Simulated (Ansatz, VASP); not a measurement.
**Two plane-wave programs on SiC**

```
Si C
1.0
     3.07530    0.00000    0.00000
    -1.53765    2.66329    0.00000
     0.00000    0.00000    5.35124
Si C
2 2
Direct
  0.33333 0.66667 0.50075
  0.66667 0.33333 0.00075
  0.33333 0.66667 0.87425
  0.66667 0.33333 0.37425
```

Change from the starting cell: strain along c alone, the other axes held, atoms relaxed: +6.0 %.

Alike in both runs: functional r2SCAN; k mesh 12 × 12 × 6; occupations gaussian, width 0.02 eV; no spin polarisation.

Ansatz relaxed the structure, and its values are those at the end. VASP's run is a single point on that final structure, the one shown.

|  | VASP | Ansatz |
| --- | --- | --- |
| version | VASP 6.6.1 | Ansatz 0.2.0 |
| potentials or method | VASP PAW PBE potentials, release 64 (Si, C), cutoff 520 eV | scalar-relativistic, plane waves, PAW |
| valence electrons in the cell | 16 | 16 |

```tsv
	VASP	Ansatz	Ansatz less VASP
gap on the k mesh at the Fermi level (eV)	2.43	2.43	-0.003
least direct gap on the mesh (eV)	4.80	4.79	-0.009
pressure (GPa)	-11.2	-11.0	+0.14
```

VASP's potentials were made for PBE, not for r2SCAN. Ansatz's warnings: stress scf threshold loose.
